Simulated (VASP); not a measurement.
Wanted: the native input for a VASP 6.6.1 run.

* Task: single point
* Functional: PBEsol
* Potentials or basis: VASP PAW PBE potentials, release 64 (Y_sv, N)
* Cutoff: 600 eV
* k mesh: 10 × 10 × 8
* Occupations: gaussian, width 0.01 eV
* Spin: no spin polarisation
* Dipole correction: no
* Further INCAR settings: ALGO = Normal; EDIFF = 1e-06; NBANDS = 24

The structure of YN lies in POSCAR:

```
YN
1.0
    3.4340438525      0.0000000000      0.0000000000
    0.0000000000      3.4340438525      0.0000000000
    0.0000000000      0.0000000000      4.8564713485
Y N
2 2
Direct
    0.0000000000      0.0000000000      0.0000000000
    0.5000000000      0.5000000000      0.5000000000
    0.5000000000      0.5000000000      0.0000000000
    0.0000000000      0.0000000000      0.5000000000
```

These files were run (other wordings do the same):

INCAR

```
ALGO = Normal ; EDIFF = 1E-6
ENCUT = 600 ; GGA = PS
GGA_COMPAT = False ; ISIF = 2
ISMEAR = 0 ; LASPH = True
LCHARG = True ; LELF = True
LREAL = False ; LVHAR = True
LWAVE = False ; NBANDS = 24
NELM = 120 ; PREC = Accurate
SIGMA = 0.01
```

KPOINTS

```
k-points
0
Gamma
  10 10 8
```

Potentials or basis: VASP PAW PBE potentials, release 64 (Y_sv, N).

Command:

```console
$ cat potpaw_PBE.64/Y_sv/POTCAR potpaw_PBE.64/N/POTCAR > POTCAR
$ mpirun -np 1 vasp_std > vasp.out
```

It gave:

```
Pressure               : -0.3 GPa
Band gap on the k mesh : 0.07 eV
```

Caveat: semilocal functionals underestimate gaps, and a narrow one can read as zero; the PAW data sets were made with another functional, which shifts forces and pressure a little.

Wall time 4.6 min on 1 thread of Intel Xeon 8259CL, with other jobs on the host, peak memory 0.3 GiB.
